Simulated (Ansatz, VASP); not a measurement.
Two plane-wave programs on Ga3BAs4

```
B Ga As
1.0
     6.38312   -1.92267    0.02139
     6.38312    1.92267    0.02139
    -1.13858    0.00000    6.60599
B Ga As
1 3 4
Direct
  0.99882 0.99882 0.99492
  0.49929 0.49929 0.50123
  0.25378 0.25378 0.76216
  0.74653 0.74653 0.23745
  0.55249 0.55249 0.15610
  0.05964 0.05964 0.71878
  0.83314 0.83314 0.94341
  0.30630 0.30630 0.43594
```

Alike in both runs: task single point; functional PBE; k mesh 8 × 8 × 4; occupations fermi-dirac, width 0.02 eV; no spin polarisation.

```csv
,VASP,Ansatz
version,VASP 6.6.1,Ansatz 0.2.0
potentials or method,"VASP PAW PBE potentials, release 64 (B, Ga_d, As)","plane waves, PAW"
plane-wave cutoff (eV),520,420
valence electrons in the cell,62,102
```

Ansatz gave:

| Quantity | Value |
| --- | --- |
| pressure (GPa) | 2.7 |
| traceless stress, the component that is largest in VASP (GPa) | -0.16 |
| rms of the force components (eV/Å) | 0.069 |

Q: What did VASP give for the same quantities?

A: Pressure (GPa): 2.9; traceless stress, the component that is largest in VASP (GPa): -0.18; rms of the force components (eV/Å): 0.067.

Atom by atom the forces differ by 0.007 eV/Å (rms over components). VASP's potentials hold 62 valence electrons a cell and Ansatz's 102, so a difference there can come from the potentials and not from the codes.
